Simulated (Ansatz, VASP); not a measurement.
TiAl3 in VASP and in Ansatz

```
CELL_PARAMETERS angstrom
3.91117 0.00000 0.00000
0.00000 3.91117 0.00000
0.00000 0.00000 3.91117
ATOMIC_POSITIONS crystal
Ti 0.00000 0.00000 0.00000
Al 0.50000 0.50000 0.00000
Al 0.50000 0.00000 0.50000
Al 0.00000 0.50000 0.50000
```

Alike in both runs: functional LDA; k mesh 10 × 10 × 10; occupations gaussian, width 0.1 eV; no spin polarisation.

Ansatz relaxed the structure, and its values are those at the end. VASP's run is a single point on that final structure, the one shown.

|  | VASP | Ansatz |
| --- | --- | --- |
| version | VASP 6.6.1 | Ansatz 0.2.0 |
| potentials or method | VASP PAW LDA potentials, release 64 (Ti_sv, Al), cutoff 520 eV | scalar-relativistic, plane waves, PAW |
| valence electrons in the cell | 21 | 21 |

```tsv
	VASP	Ansatz	Ansatz less VASP
gap on the k mesh at the Fermi level (eV)	none	none	-
pressure (GPa)	0.1	0.0	-0.18
```

LDA's correlation is that of Perdew and Zunger in VASP and of Perdew and Wang (1992) in Ansatz. A gap of «none» marks a metal or a gap that the smearing closes.
